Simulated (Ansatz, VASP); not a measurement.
## One calculation of Os, two programs

File INCAR:

```
SYSTEM = Os
ALGO = Normal ; EDIFF = 1E-6
ENCUT = 500 ; GGA = PS
GGA_COMPAT = .FALSE. ; ISIF = 2
ISMEAR = -1 ; LASPH = .TRUE.
LCHARG = .FALSE. ; LREAL = .FALSE.
LWAVE = .FALSE. ; NBANDS = 23
NELM = 120 ; PREC = Accurate
SIGMA = 0.05
```

File KPOINTS:

```
k-points
0
G
  11 11 6
  0 0 0
```

POSCAR

```
Os
1.0
    2.6782863798      0.0000000000      0.0000000000
   -1.3391431899      2.3194640436      0.0000000000
    0.0000000000      0.0000000000      4.2315181138
Os
2
Direct
    0.6666666667      0.3333333333      0.7500000000
    0.3333333333      0.6666666667      0.2500000000
```

input.yaml

```yaml
crystal:
  lattice:
    - [2.6782863798, 0.0, 0.0]
    - [-1.3391431899, 2.3194640436, 0.0]
    - [0.0, 0.0, 4.2315181138]
  atoms:
    - { symbol: Os, position: [0.6666666667, 0.3333333333, 0.75] }
    - { symbol: Os, position: [0.3333333333, 0.6666666667, 0.25] }
hamiltonian:
  xc: pbesol
  pseudopotentials: { kind: paw }
kpoints:
  mp_grid: { grid: [11, 11, 6] }
scf:
  occupations: { method: fermi_dirac, width: 0.05 }
output:
  forces: true
  stress: true
  eigenvalues: true
```

Alike in both runs: task single point; functional PBEsol; k mesh 11 × 11 × 6; occupations fermi-dirac, width 0.05 eV; no spin polarisation.

```csv
,VASP,Ansatz
version,VASP 6.6.1,Ansatz 0.2.0
potentials or method,"VASP PAW PBE potentials, release 64 (Os_sv_GW)",Ansatz PAW
plane-wave cutoff (eV),500,420
valence electrons in the cell,32,32
```

```tsv
	VASP	Ansatz	Ansatz less VASP
gap on the k mesh at the Fermi level (eV)	none	none	-
pressure (GPa)	24.8	27.4	+2.61
traceless stress, the component that is largest in VASP (GPa)	1.44	1.39	-0.050
```

VASP's potentials were made for PBE, not for PBEsol. A gap of «none» marks a metal or a gap that the smearing closes. With one functional, cell and mesh, what is left measures potentials, basis and numerics.

Spin-orbit coupling is off throughout.
